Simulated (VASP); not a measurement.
# C (Fd-3m) in VASP: notebook

The runs below take C through single point, with r2SCAN.

Everything below comes from runs of VASP 6.6.1. Logs are shortened: lines on timing, memory, paths and dates and some standing lists are left out, and cuts for length are marked.

### Step 1. The cell of the first run

It takes space group Fd-3m (No. 227, cubic). Conventional cell: a = 3.560 Å, b = 3.560 Å, c = 3.560 Å, α = 90.00°, β = 90.00°, γ = 90.00°. Within 2.1 Å of C (site symmetry -43m) lie 4 C at 1.54 Å.

### Step 2. Single point, r2SCAN

The input, POSCAR:

```
C
1.0
    0.0000000000      1.7801449969      1.7801449969
    1.7801449969      0.0000000000      1.7801449969
    1.7801449969      1.7801449969      0.0000000000
C
2
Direct
    0.0000000000      0.0000000000      0.0000000000
    0.2500000000      0.2500000000      0.2500000000
```

The input, INCAR.step1:

```
  PREC = Accurate
  ENCUT = 660
  ISMEAR = 0
  SIGMA = 0.02
  LREAL = False
  LASPH = True
  NELM = 120
  NBANDS = 11
  GGA = PE
  ALGO = Normal
  EDIFF = 1E-5
  LWAVE = True
  LCHARG = False
  GGA_COMPAT = False
```

The input, INCAR.step2:

```
  PREC = Accurate
  ENCUT = 660
  EDIFF = 1E-6
  ISMEAR = 0
  SIGMA = 0.02
  LREAL = False
  LASPH = True
  NELM = 120
  ALGO = Normal
  ISIF = 2
  LWAVE = False
  LCHARG = False
  METAGGA = R2SCAN
  LMIXTAU = True
  NBANDS = 11
  ISTART = 1
  GGA_COMPAT = False
```

The input, KPOINTS:

```
Automatic mesh
0
Gamma
  12 12 12
```

Potentials or basis: VASP PAW PBE potentials, release 64 (C).

Run with:

```bash
$ cat potpaw_PBE.64/C/POTCAR > POTCAR
$ cp INCAR.step1 INCAR
$ mpirun -np 1 vasp_std > vasp.out
$ cp INCAR.step2 INCAR
$ mpirun -np 1 vasp_std > vasp.out
```

OUTCAR:

```text
PREC = Accurate
   ENCUT = 660
   EDIFF = 1E-6
   ISMEAR = 0
   LREAL = False
   LASPH = True
   NELM = 120
   ISIF = 2
   METAGGA = R2SCAN
   ISTART = 1

 ion  position               nearest neighbor table
   1  0.000  0.000  0.000-   2 1.54   2 1.54   2 1.54   2 1.54
   2  0.250  0.250  0.250-   1 1.54   1 1.54   1 1.54   1 1.54

  LATTYP: Found a face centered cubic cell.
 ALAT       =     3.5602899938

  Lattice vectors:

 A1 = (   0.0000000000,   1.7801449969,   1.7801449969)
 A2 = (   1.7801449969,   0.0000000000,   1.7801449969)
 A3 = (   1.7801449969,   1.7801449969,   0.0000000000)

Analysis of symmetry for initial positions (statically):
=====================================================================
 Subroutine PRICEL returns:
 Original cell was already a primitive cell.

 Routine SETGRP: Setting up the symmetry group for a
 face centered cubic supercell.

 Subroutine GETGRP returns: Found 48 space group operations
 (whereof 24 operations were pure point group operations)
 out of a pool of 48 trial point group operations.

The static configuration has the point symmetry T_d .
 The point group associated with its full space group is O_h .

Analysis of symmetry for dynamics (positions and initial velocities):
=====================================================================
 Subroutine PRICEL returns:
 Original cell was already a primitive cell.

 Routine SETGRP: Setting up the symmetry group for a
 face centered cubic supercell.

 Subroutine GETGRP returns: Found 48 space group operations
 (whereof 24 operations were pure point group operations)
 out of a pool of 48 trial point group operations.

The dynamic configuration has the point symmetry T_d .
 The point group associated with its full space group is O_h .

 Subroutine INISYM returns: Found 48 space group operations
 (whereof 24 operations are pure point group operations),
 and found     1 'primitive' translations

----------------------------------------------------------------------------------------

                                     Primitive cell

  volume of cell :      11.2823

  direct lattice vectors                    reciprocal lattice vectors
     0.000000000  1.780144997  1.780144997    -0.280875997  0.280875997  0.280875997
     1.780144997  0.000000000  1.780144997     0.280875997 -0.280875997  0.280875997
     1.780144997  1.780144997  0.000000000     0.280875997  0.280875997 -0.280875997

  length of vectors
     2.517505198  2.517505198  2.517505198     0.486491497  0.486491497  0.486491497

  position of ions in fractional coordinates (direct lattice)
     0.000000000  0.000000000  0.000000000
     0.250000000  0.250000000  0.250000000

  ion indices of the primitive-cell ions
   primitive index   ion index
                 1           1
                 2           2

----------------------------------------------------------------------------------------

 KPOINTS: Automatic mesh

Automatic generation of k-mesh.
 Grid dimensions read from file:
 generate k-points for:   12   12   12

 Generating k-lattice:

  Cartesian coordinates                     Fractional coordinates (reciprocal lattice)
    -0.023406333  0.023406333  0.023406333     0.083333333  0.000000000  0.000000000
     0.023406333 -0.023406333  0.023406333     0.000000000  0.083333333  0.000000000
     0.023406333  0.023406333 -0.023406333     0.000000000  0.000000000  0.083333333

  Length of vectors
     0.040540958  0.040540958  0.040540958

  Shift w.r.t. Gamma in fractional coordinates (k-lattice)
     0.000000000  0.000000000  0.000000000

 Subroutine IBZKPT returns following result:
 ===========================================

 Found     72 irreducible k-points:

 Following reciprocal coordinates:
            Coordinates               Weight
  0.000000  0.000000  0.000000      1.000000
  0.083333  0.000000  0.000000      8.000000
  0.166667  0.000000  0.000000      8.000000
  0.250000  0.000000  0.000000      8.000000
  0.333333  0.000000  0.000000      8.000000
  0.416667  0.000000  0.000000      8.000000
[... 16 lines left out ...]
  0.500000  0.166667  0.000000     24.000000
 -0.416667  0.166667  0.000000     24.000000
 [... further k-points ...]
   k-points           NKPTS =     72   k-points in BZ     NKDIM =     72   number of bands    NBANDS=     11
   number of dos      NEDOS =    301   number of ions     NIONS =      2
   total plane-waves  NPLWV =  13824
   dimension x,y,z NGX =    24 NGY =   24 NGZ =   24
   dimension x,y,z NGXF=    48 NGYF=   48 NGZF=   48
   ions per type =               2
   NGX,Y,Z   is equivalent  to a cutoff of  15.85, 15.85, 15.85 a.u.
   NGXF,Y,Z  is equivalent  to a cutoff of  31.70, 31.70, 31.70 a.u.
 SYSTEM =  unknown system
   PREC   = accura    normal or accurate (medium, high low for compatibility)
   ISTART =      1    job   : 0-new  1-cont  2-samecut
   ICHARG =      0    charge: 1-file 2-atom 10-const
   ISPIN  =      1    spin polarized calculation?
   LNONCOLLINEAR =      F non collinear calculations
   LSORBIT =      F    spin-orbit coupling
   LASPH  =      T    aspherical Exc in radial PAW
   ENCUT  =  660.0 eV  48.51 Ry    6.96 a.u.   5.27  5.27  5.27*2*pi/ulx,y,z
   NELM   =    120;   NELMIN=  2; NELMDL=  0     # of ELM steps
   EDIFF  = 0.1E-05   stopping-criterion for ELM
   LREAL  =      F    real-space projection
   EDIFFG = 0.1E-04   stopping-criterion for IOM
   NSW    =      0    number of steps for IOM
   IBRION =     -1    ionic relax: 0-MD 1-quasi-New 2-CG
   NFREE  =      0    steps in history (QN), initial steepest desc. (CG)
   ISIF   =      2    stress and relaxation
   ISYM   =      2    0-nonsym 1-usesym 2-fastsym
   POTIM  = 0.5000    time-step for ionic-motion
   TEBEG  =    0.0;   TEEND  =   0.0 temperature during run
   PSTRESS=    0.0 pullay stress
   NELECT =       8.0000    total number of electrons
   NUPDOWN=      -1.0000    fix difference up-down
   EMIN   =  10.00;   EMAX   =-10.00  energy-range for DOS
   EFERMI =   0.00;   METHOD = LEGACY
   ISMEAR =     0;   SIGMA  =   0.02  broadening in eV -4-tet -1-fermi 0-gaus
   EFERMI_NEDOS =   21; number of points for ismear=-14 and -15
   IALGO  =     38    algorithm
   IMIX   =      4    mixing-type and parameters
     AMIX     =   0.40;   BMIX     =  1.00
     AMIX_MAG =   1.60;   BMIX_MAG =  1.00
  volume/ion in A,a.u.               =       5.64        38.07
  Fermi-wavevector in a.u.,A,eV,Ry     =   1.459843  2.758703 28.995937  2.131141
  Thomas-Fermi vector in A             =   2.576362
   LORBIT       =      0    0 simple, 1 ext, 2 COOP (PROOUT), +10 PAW based schemes
   METAGGA = R2SCAN    functional components
   LHFCALC =     F    Hartree Fock is set to
   AEXX    =    0.0000 exact exchange contribution
   IVDW    =     0    specifies the selected vdW correction
   LEPSILON=     F    determine dielectric tensor
   LRPA    =     F    only Hartree local field effects (RPA)
 non-spin polarized calculation
 Gauss-broadening in eV      SIGMA  =   0.02
  energy-cutoff  :      660.00
  volume of cell :       11.28
 maximum number of plane-waves:       448
 NGX is ok and might be reduce to    24
   NGX = 11   NGY = 11   NGZ = 11

 number of electron       8.0000000 magnetization

 Free energy of the ion-electron system (eV)
  ---------------------------------------------------
  ext. energy  EPLUGINS =         0.00000000
  ---------------------------------------------------
  free energy    TOTEN  =       -19.66915704 eV

  energy without entropy =      -19.66915704  energy(sigma->0) =      -19.66915704

 E-fermi :   9.9602     XC(G=0): -14.2867

 val. band max:        9.7888294460   @ k =   0.0000   0.0000   0.0000
 cond. band min:      14.1454664606   @ k =   0.3333   0.3333   0.0000
 fundamental gap:      4.3566370145
 Fermi energy:         9.9602454635

 k-point     1 :       0.0000    0.0000    0.0000
  band No.  band energies     occupation
      1     -12.9800      2.00000
      2       9.7888      2.00000
      3       9.7888      2.00000
      4       9.7888      2.00000
      5      15.6398      0.00000
      6      15.6398      0.00000
      7      15.6398      0.00000
      8      23.7361      0.00000
      9      30.2621      0.00000
     10      37.2388      0.00000
     11      37.2388      0.00000

 k-point     2 :       0.0833    0.0000    0.0000
  band No.  band energies     occupation
      1     -12.7787      2.00000
      2       8.4665      2.00000
      3       9.4417      2.00000
      4       9.4417      2.00000
      5      16.0947      0.00000
      6      16.0947      0.00000
      7      16.4140      0.00000
      8      23.9358      0.00000
      9      30.6065      0.00000
     10      35.1797      0.00000
     11      35.1797      0.00000

 k-point     3 :       0.1667    0.0000    0.0000
  band No.  band energies     occupation
      1     -12.1768      2.00000
      2       5.7637      2.00000
      3       8.6912      2.00000
      4       8.6912      2.00000
      5      17.0799      0.00000
      6      17.0799      0.00000
      7      17.5640      0.00000
      8      24.5104      0.00000
      9      31.3250      0.00000
     10      33.5338      0.00000
     11      33.5338      0.00000
[... 267 lines left out ...]
 k-point    23 :       0.5000    0.1667    0.0000
  band No.  band energies     occupation
      1      -6.9845      2.00000
      2      -2.9390      2.00000
      3       4.4602      2.00000
      4       5.5612      2.00000
      5      17.2548      0.00000
      6      21.1173      0.00000
      7      21.5991      0.00000
      8      24.9682      0.00000
      9      31.1736      0.00000
     10      35.0789      0.00000
     11      37.7148      0.00000

 k-point    24 :      -0.4167    0.1667    0.0000
  band No.  band energies     occupation
      1      -6.5555      2.00000
      2      -3.4592      2.00000
      3       3.9478      2.00000
      4       5.9618      2.00000
      5      17.7172      0.00000
      6      20.5882      0.00000
      7      21.5760      0.00000
      8      26.2404      0.00000
      9      30.4116      0.00000
     10      35.1218      0.00000
     11      35.8894      0.00000

 [... further k-points ...]

------------------------ aborting loop because EDIFF is reached ----------------------------------------

  FORCE on cell =-STRESS in cart. coord.  units (eV):
  Direction    XX          YY          ZZ          XY          YZ          ZX
  --------------------------------------------------------------------------------------
  -------------------------------------------------------------------------------------
  Total        0.0093762      0.0093762      0.0093762      0.0000000      0.0000000      0.0000000
  in kB        1.3315004      1.3315004      1.3315004      0.0000000      0.0000000      0.0000000
  external PRESSURE =       1.3315004 kB  Pullay stress =       0.0000000 kB

 VOLUME and BASIS-vectors are now :
 -----------------------------------------------------------------------------
  energy-cutoff  :      660.00
  volume of cell :       11.28
      direct lattice vectors                 reciprocal lattice vectors
     0.000000000  1.780144997  1.780144997    -0.280875997  0.280875997  0.280875997
     1.780144997  0.000000000  1.780144997     0.280875997 -0.280875997  0.280875997
     1.780144997  1.780144997  0.000000000     0.280875997  0.280875997 -0.280875997

 POSITION                                       TOTAL-FORCE (eV/Angst)
 -----------------------------------------------------------------------------------
      0.00000      0.00000      0.00000        -0.000000      0.000000     -0.000000
      0.89007      0.89007      0.89007         0.000000     -0.000000      0.000000
 -----------------------------------------------------------------------------------
    total drift:                               -0.000000      0.000000      0.000000

  FREE ENERGIE OF THE ION-ELECTRON SYSTEM (eV)
  ---------------------------------------------------
  free  energy   TOTEN  =       -19.6691570446 eV

  energy  without entropy=      -19.6691570446  energy(sigma->0) =      -19.66915704
```

Run time: 32 s. Hardware: 1 thread of Intel Xeon Platinum 8259CL at 2.50GHz (Skylake/Cascade Lake), shared host; peak memory 0.14 GiB.

Results:

```yaml
Free_energy: -19.6692 eV
Pressure: 0.1 GPa
Band_gap_on_the_k_mesh: 4.36 eV, indirect (least direct gap 5.85 eV)
```

Caveat: the PAW data sets were made with another functional, which shifts forces and pressure a little. A k mesh can miss the band edges.

### Step 3. Single point, r2SCAN

POSCAR is that of step 2.

The input, INCAR.step1:

```
SYSTEM = C
  PREC = Accurate
  ENCUT = 660
  ISMEAR = 0
  SIGMA = 0.02
  LREAL = .FALSE.
  LASPH = .TRUE.
  NELM = 120
  NBANDS = 11
  GGA = PE
  ALGO = Normal
  EDIFF = 1E-5
  LWAVE = .TRUE.
  LCHARG = .FALSE.
  GGA_COMPAT = .FALSE.
```

The input, INCAR.step2:

```
SYSTEM = C
  PREC = Accurate
  ENCUT = 660
  EDIFF = 1E-6
  ISMEAR = 0
  SIGMA = 0.02
  LREAL = .FALSE.
  LASPH = .TRUE.
  NELM = 120
  ALGO = Normal
  ISIF = 2
  LWAVE = .FALSE.
  LCHARG = .FALSE.
  METAGGA = R2SCAN
  LMIXTAU = .TRUE.
  NBANDS = 11
  ISTART = 1
  GGA_COMPAT = .FALSE.
```

The input, KPOINTS:

```
Automatic mesh
0
G
  12 12 12
  0 0 0
```

Potentials or basis: VASP PAW PBE potentials, release 64 (C).

Run with:

```bash
$ cat potpaw_PBE.64/C/POTCAR > POTCAR
$ cp INCAR.step1 INCAR
$ mpirun -np 1 vasp_std > vasp.out
$ cp INCAR.step2 INCAR
$ mpirun -np 1 vasp_std > vasp.out
```

Run time: 32 s. Hardware: 1 thread of Intel Xeon Platinum 8259CL at 2.50GHz (Skylake/Cascade Lake), shared host; peak memory 0.13 GiB.

Results (log left out):

```yaml
Free_energy: -19.6692 eV
Pressure: 0.1 GPa
Band_gap_on_the_k_mesh: 4.36 eV, indirect (least direct gap 5.85 eV)
```

Levels at points of the mesh, in eV from the valence-band top:
```tsv
k point	band 1	band 2	band 3	band 4	band 5	band 6	band 7	band 8	band 9
(0.00, 0.00, 0.00)	-22.77	0.00	0.00	0.00	5.85	5.85	5.85	13.95	20.47
(0.50, 0.00, 0.00)	-16.79	-14.11	-2.99	-2.99	8.90	8.90	9.20	16.75	23.29
(0.50, 0.50, 0.00)	-13.63	-13.63	-6.69	-6.69	5.01	5.01	17.96	17.96	24.72
```

Caveat: the PAW data sets were made with another functional, which shifts forces and pressure a little. A k mesh can miss the band edges.
